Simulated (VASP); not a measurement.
# CdHg2Se3 (C2) in VASP: single point with PBE

Aim: the single point of CdHg2Se3 with PBE.

All numbers are computed with VASP 6.6.1; they aren't measurements. Logs are shortened: lines on timing, memory, paths and dates and some standing lists are left out, and cuts for length are marked.

**1. The cell of the first run**

It takes space group C2 (No. 5, monoclinic). Conventional cell: a = 7.131 Å, b = 5.317 Å, c = 10.183 Å, α = 90.00°, β = 96.79°, γ = 90.00°. Within 3.5 Å of Cd (site symmetry 2) lie 4 Se at 2.69 to 2.76 Å. Within 3.3 Å of Hg (site symmetry 1) lie 2 Se at 2.50 Å. Se (site symmetry 2) has 2 Hg at 2.50 Å within 3.3 Å. Se (site symmetry 1) has 1 Hg at 2.50 Å and 2 Cd at 2.69 to 2.76 Å within 3.3 Å.

**2. Single point, PBE (volume scaled by 1.10, then relaxed in part)**

Contents of INCAR:

```
SYSTEM = CdHg2Se3
ALGO = Normal
EDIFF = 1E-7
ENCUT = 520
GGA = PE
ISIF = 2
ISMEAR = 0
LASPH = .True.
LCHARG = .True.
LELF = .True.
LREAL = .False.
LVHAR = .True.
LWAVE = .False.
NBANDS = 36
NELM = 80
PREC = Accurate
SIGMA = 0.02
```

Contents of KPOINTS:

```
k-points
0
Gamma
  8 8 4
  0 0 0
```

Contents of POSCAR:

```
CdHg2Se3
1.0
    3.5653390808     -2.6582763777     -0.0447183920
    3.5653390808      2.6582763777     -0.0447183920
   -1.0767082105      0.0000000000     10.1259379888
Cd Hg Se
1 2 3
Direct
    0.3443999409      0.6556000591      0.0000000000
    0.9965636561      0.2474803998      0.6746987837
    0.7525196002      0.0034363439      0.3253012163
    0.5651026070      0.4348973930      0.5000000000
    0.9114542890      0.5700400935      0.1484302784
    0.4299599065      0.0885457110      0.8515697216
```

Potentials or basis: VASP PAW PBE potentials, release 64 (Cd, Hg, Se).

Started as:

```sh
cat potpaw_PBE.64/Cd/POTCAR potpaw_PBE.64/Hg/POTCAR potpaw_PBE.64/Se/POTCAR > POTCAR
mpirun -np 1 vasp_std > vasp.out
```

OUTCAR:

```text
SYSTEM = CdHg2Se3
   EDIFF = 1E-7
   ENCUT = 520
   GGA = PE
   ISIF = 2
   ISMEAR = 0
   LASPH = .True.
   LREAL = .False.
   NELM = 80
   PREC = Accurate

 ion  position               nearest neighbor table
   1  0.344  0.656  0.000-   5 2.69   6 2.69   5 2.76   6 2.76
   2  0.997  0.247  0.675-   4 2.50   6 2.50   3 3.77
   3  0.753  0.003  0.325-   4 2.50   5 2.50   2 3.77
   4  0.565  0.435  0.500-   2 2.50   3 2.50
   5  0.911  0.570  0.148-   3 2.50   1 2.69   1 2.76
   6  0.430  0.089  0.852-   2 2.50   1 2.69   1 2.76

  LATTYP: Found a base centered monoclinic cell.
 ALAT       =     7.1312390216
 B/A-ratio  =     0.7455300179
 C/A-ratio  =     1.4279455740
 COS(beta)  =    -0.1181985634

  Lattice vectors:

 A1 = (   3.5653390808,  -2.6582763777,  -0.0447183920)
 A2 = (   3.5653390808,   2.6582763777,  -0.0447183920)
 A3 = (  -1.0767082105,   0.0000000000,  10.1259379888)

Analysis of symmetry for initial positions (statically):
=====================================================================
 Subroutine PRICEL returns:
 Original cell was already a primitive cell.

 Routine SETGRP: Setting up the symmetry group for a
 base centered monoclinic supercell.

 Subroutine GETGRP returns: Found  2 space group operations
 (whereof  2 operations were pure point group operations)
 out of a pool of  4 trial point group operations.

The static configuration has the point symmetry C_2 .

Analysis of symmetry for dynamics (positions and initial velocities):
=====================================================================
 Subroutine PRICEL returns:
 Original cell was already a primitive cell.

 Routine SETGRP: Setting up the symmetry group for a
 base centered monoclinic supercell.

 Subroutine GETGRP returns: Found  2 space group operations
 (whereof  2 operations were pure point group operations)
 out of a pool of  4 trial point group operations.

The dynamic configuration has the point symmetry C_2 .

 Subroutine INISYM returns: Found  2 space group operations
 (whereof  2 operations are pure point group operations),
 and found     1 'primitive' translations

----------------------------------------------------------------------------------------

                                     Primitive cell

  volume of cell :     191.6843

  direct lattice vectors                    reciprocal lattice vectors
     3.565339081 -2.658276378 -0.044718392     0.140426398 -0.188091804  0.014931778
     3.565339081  2.658276378 -0.044718392     0.140426398  0.188091804  0.014931778
    -1.076708211  0.000000000 10.125937989     0.001240308  0.000000000  0.098888167

  length of vectors
     4.447479713  4.447479713 10.183021198     0.235204290  0.235204290  0.098895945

  position of ions in fractional coordinates (direct lattice)
     0.344399941  0.655600059  0.000000000
     0.996563656  0.247480400  0.674698784
     0.752519600  0.003436344  0.325301216
     0.565102607  0.434897393  0.500000000
     0.911454289  0.570040093  0.148430278
     0.429959907  0.088545711  0.851569722

  ion indices of the primitive-cell ions
   primitive index   ion index
                 1           1
                 2           2
                 3           3
                 4           4
                 5           5
                 6           6

----------------------------------------------------------------------------------------

 KPOINTS: k-points

Automatic generation of k-mesh.
 Grid dimensions read from file:
 generate k-points for:    8    8    4

 Generating k-lattice:

  Cartesian coordinates                     Fractional coordinates (reciprocal lattice)
     0.017553300 -0.023511476  0.001866472     0.125000000  0.000000000  0.000000000
     0.017553300  0.023511476  0.001866472     0.000000000  0.125000000  0.000000000
     0.000310077  0.000000000  0.024722042     0.000000000  0.000000000  0.250000000

  Length of vectors
     0.029400536  0.029400536  0.024723986

  Shift w.r.t. Gamma in fractional coordinates (k-lattice)
     0.000000000  0.000000000  0.000000000

 Subroutine IBZKPT returns following result:
 ===========================================

 Found     78 irreducible k-points:

 Following reciprocal coordinates:
            Coordinates               Weight
  0.000000  0.000000  0.000000      1.000000
  0.125000 -0.000000  0.000000      4.000000
  0.250000 -0.000000  0.000000      4.000000
  0.375000 -0.000000  0.000000      4.000000
  0.500000 -0.000000  0.000000      2.000000
  0.125000  0.125000  0.000000      2.000000
[... 16 lines left out ...]
  0.125000  0.000000  0.250000      4.000000
  0.250000  0.000000  0.250000      4.000000
 [... further k-points ...]
   k-points           NKPTS =     78   k-points in BZ     NKDIM =     78   number of bands    NBANDS=     36
   number of dos      NEDOS =    301   number of ions     NIONS =      6
   total plane-waves  NPLWV = 103680
   dimension x,y,z NGX =    36 NGY =   36 NGZ =   80
   dimension x,y,z NGXF=    72 NGYF=   72 NGZF=  160
   ions per type =               1   2   3
   NGX,Y,Z   is equivalent  to a cutoff of  13.46, 13.46, 13.06 a.u.
   NGXF,Y,Z  is equivalent  to a cutoff of  26.91, 26.91, 26.12 a.u.
 SYSTEM =  CdHg2Se3
   PREC   = accura    normal or accurate (medium, high low for compatibility)
   ISTART =      0    job   : 0-new  1-cont  2-samecut
   ICHARG =      2    charge: 1-file 2-atom 10-const
   ISPIN  =      1    spin polarized calculation?
   LNONCOLLINEAR =      F non collinear calculations
   LSORBIT =      F    spin-orbit coupling
   LASPH  =      T    aspherical Exc in radial PAW
   ENCUT  =  520.0 eV  38.22 Ry    6.18 a.u.   8.27  8.27 18.93*2*pi/ulx,y,z
   NELM   =     80;   NELMIN=  2; NELMDL= -5     # of ELM steps
   EDIFF  = 0.1E-06   stopping-criterion for ELM
   LREAL  =      F    real-space projection
   EDIFFG = 0.1E-05   stopping-criterion for IOM
   NSW    =      0    number of steps for IOM
   IBRION =     -1    ionic relax: 0-MD 1-quasi-New 2-CG
   NFREE  =      0    steps in history (QN), initial steepest desc. (CG)
   ISIF   =      2    stress and relaxation
   ISYM   =      2    0-nonsym 1-usesym 2-fastsym
   POTIM  = 0.5000    time-step for ionic-motion
   TEBEG  =    0.0;   TEEND  =   0.0 temperature during run
   PSTRESS=    0.0 pullay stress
   NELECT =      54.0000    total number of electrons
   NUPDOWN=      -1.0000    fix difference up-down
   EMIN   =  10.00;   EMAX   =-10.00  energy-range for DOS
   EFERMI =   0.00;   METHOD = LEGACY
   ISMEAR =     0;   SIGMA  =   0.02  broadening in eV -4-tet -1-fermi 0-gaus
   EFERMI_NEDOS =   21; number of points for ismear=-14 and -15
   IALGO  =     38    algorithm
   IMIX   =      4    mixing-type and parameters
     AMIX     =   0.40;   BMIX     =  1.00
     AMIX_MAG =   1.60;   BMIX_MAG =  1.00
  volume/ion in A,a.u.               =      31.95       215.59
  Fermi-wavevector in a.u.,A,eV,Ry     =   1.073191  2.028038 15.670373  1.151740
  Thomas-Fermi vector in A             =   2.208984
   LORBIT       =      0    0 simple, 1 ext, 2 COOP (PROOUT), +10 PAW based schemes
   GGA     = PE    functional components
   LHFCALC =     F    Hartree Fock is set to
   AEXX    =    0.0000 exact exchange contribution
   IVDW    =     0    specifies the selected vdW correction
   LEPSILON=     F    determine dielectric tensor
   LRPA    =     F    only Hartree local field effects (RPA)
 non-spin polarized calculation
 Gauss-broadening in eV      SIGMA  =   0.02
  energy-cutoff  :      520.00
  volume of cell :      191.68
 maximum number of plane-waves:      5211
 NGX is ok and might be reduce to    36
   NGX = 17   NGY = 17   NGZ = 37

 number of electron      54.0000002 magnetization

 Free energy of the ion-electron system (eV)
  ---------------------------------------------------
  ext. energy  EPLUGINS =         0.00000000
  ---------------------------------------------------
  free energy    TOTEN  =       -13.34669301 eV

  energy without entropy =      -13.34669301  energy(sigma->0) =      -13.34669301

 E-fermi :   0.5399     XC(G=0):  -8.4827

 val. band max:        0.4362578479   @ k =   0.0000   0.0000   0.0000
 cond. band min:       1.5536074841   @ k =   0.0000   0.0000   0.0000
 fundamental gap:      1.1173496362
 Fermi energy:         0.5398512441

 k-point     1 :       0.0000    0.0000    0.0000
  band No.  band energies     occupation
      1     -12.2268      2.00000
      2     -11.6637      2.00000
      3     -11.5923      2.00000
      4      -7.4010      2.00000
      5      -7.2721      2.00000
      6      -7.2455      2.00000
[... 28 lines left out ...]
     35       6.9079      0.00000
     36       7.2842      0.00000

 k-point     2 :       0.1250   -0.0000    0.0000
  band No.  band energies     occupation
      1     -12.1938      2.00000
      2     -11.6692      2.00000
      3     -11.5752      2.00000
      4      -7.3932      2.00000
      5      -7.2686      2.00000
      6      -7.2289      2.00000
[... 28 lines left out ...]
     35       6.6478      0.00000
     36       7.1303      0.00000

 k-point     3 :       0.2500   -0.0000    0.0000
  band No.  band energies     occupation
      1     -12.1093      2.00000
      2     -11.6766      2.00000
      3     -11.5433      2.00000
      4      -7.3730      2.00000
      5      -7.2651      2.00000
      6      -7.1932      2.00000
[... 28 lines left out ...]
     35       6.5827      0.00000
     36       6.9393      0.00000
[... 742 lines left out ...]
 k-point    23 :       0.1250    0.0000    0.2500
  band No.  band energies     occupation
      1     -12.1459      2.00000
      2     -11.8418      2.00000
      3     -11.4454      2.00000
      4      -7.4005      2.00000
      5      -7.2587      2.00000
      6      -7.2184      2.00000
[... 28 lines left out ...]
     35       6.4101      0.00000
     36       7.0364      0.00000

 k-point    24 :       0.2500    0.0000    0.2500
  band No.  band energies     occupation
      1     -12.0640      2.00000
      2     -11.8127      2.00000
      3     -11.4493      2.00000
      4      -7.3800      2.00000
      5      -7.2639      2.00000
      6      -7.1880      2.00000
[... 28 lines left out ...]
     35       6.5092      0.00000
     36       7.1717      0.00000

 [... further k-points ...]
[... 5 lines left out ...]
  --------------------------------------------------------------------------------------
  -------------------------------------------------------------------------------------
  Total       -0.3346237     -0.1799518     -0.1101423      0.0000000      0.0000000      0.0997181
  in kB       -2.7969237     -1.5041121     -0.9206152      0.0000000      0.0000000      0.8334849
  external PRESSURE =      -1.7405503 kB  Pullay stress =       0.0000000 kB

 VOLUME and BASIS-vectors are now :
 -----------------------------------------------------------------------------
  energy-cutoff  :      520.00
  volume of cell :      191.68
      direct lattice vectors                 reciprocal lattice vectors
     3.565339081 -2.658276378 -0.044718392     0.140426398 -0.188091804  0.014931778
     3.565339081  2.658276378 -0.044718392     0.140426398  0.188091804  0.014931778
    -1.076708211  0.000000000 10.125937989     0.001240308  0.000000000  0.098888167

 POSITION                                       TOTAL-FORCE (eV/Angst)
 -----------------------------------------------------------------------------------
      3.56534      0.82726     -0.04472         0.000000     -0.005187     -0.000000
      3.70899     -1.99127      6.77633        -0.005723     -0.001046     -0.000545
      2.34498     -1.99127      3.26017         0.005723     -0.001046      0.000545
      3.02698     -0.34612      5.01825         0.000000      0.094636     -0.000000
      5.12221     -0.90757      1.43675        -0.033806     -0.043678     -0.026890
      0.93176     -0.90757      8.59976         0.033806     -0.043678      0.026890
 -----------------------------------------------------------------------------------
    total drift:                                0.000000     -0.000146      0.000000

  FREE ENERGIE OF THE ION-ELECTRON SYSTEM (eV)
  ---------------------------------------------------
  free  energy   TOTEN  =       -13.3466930112 eV

  energy  without entropy=      -13.3466930112  energy(sigma->0) =      -13.34669301
```

Wall time 3.6 min (1 thread of Intel Xeon 6975P-C (Granite Rapids), shared host); peak memory 0.67 GiB.

Results:

| Property | Result |
| --- | --- |
| Free energy | -13.3467 eV |
| Pressure | -0.2 GPa |
| Largest force | 0.095 eV/Å |
| Band gap on the k mesh | 1.12 eV, direct |

Forces in eV/Å, atoms in the order of the input:
```
Cd   0.000 -0.005  0.000
Hg  -0.006 -0.001 -0.001
Hg   0.006 -0.001  0.001
Se   0.000  0.095  0.000
Se  -0.034 -0.044 -0.027
Se   0.034 -0.044  0.027
```

Stress tensor (GPa, compression positive):
```
-0.28  0.00  0.08
 0.00 -0.15  0.00
 0.08  0.00 -0.09
```

Caveat: spin-orbit coupling is left out, which moves the levels of the heavy elements.
